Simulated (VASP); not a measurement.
A run of VASP 6.6.1 is set up as follows.

The input INCAR:

```
ALGO = Normal
EDIFF = 1E-6
ENCUT = 600
GGA = PE
GGA_COMPAT = False
ISIF = 2
ISMEAR = 0
LASPH = True
LCHARG = False
LREAL = False
LWAVE = False
NBANDS = 11
NELM = 120
PREC = Accurate
SIGMA = 0.02
```

KPOINTS

```
k-points
0
Gamma
  6 6 6
```

Contents of POSCAR:

```
AlN
1.0
    0.0000000000      2.1839935596      2.1839935596
    2.1839935596      0.0000000000      2.1839935596
    2.1839935596      2.1839935596      0.0000000000
Al N
1 1
Direct
    0.0000000000      0.0000000000      0.0000000000
    0.7500000000      0.7500000000      0.7500000000
```

Potentials or basis: VASP PAW PBE potentials, release 64 (Al, N).

Run with:

```bash
$ cat potpaw_PBE.64/Al/POTCAR potpaw_PBE.64/N/POTCAR > POTCAR
$ mpirun -np 1 vasp_std > vasp.out
```

Question: What does it give for the band gap on the k mesh?

Answer: 3.32 eV, indirect (least direct gap 4.20 eV).

Question: Predict the pressure.

Answer: 4.5 GPa.

A k mesh can miss the band edges. Expect the measured gap to be larger: semilocal functionals such as PBE lack the derivative discontinuity.
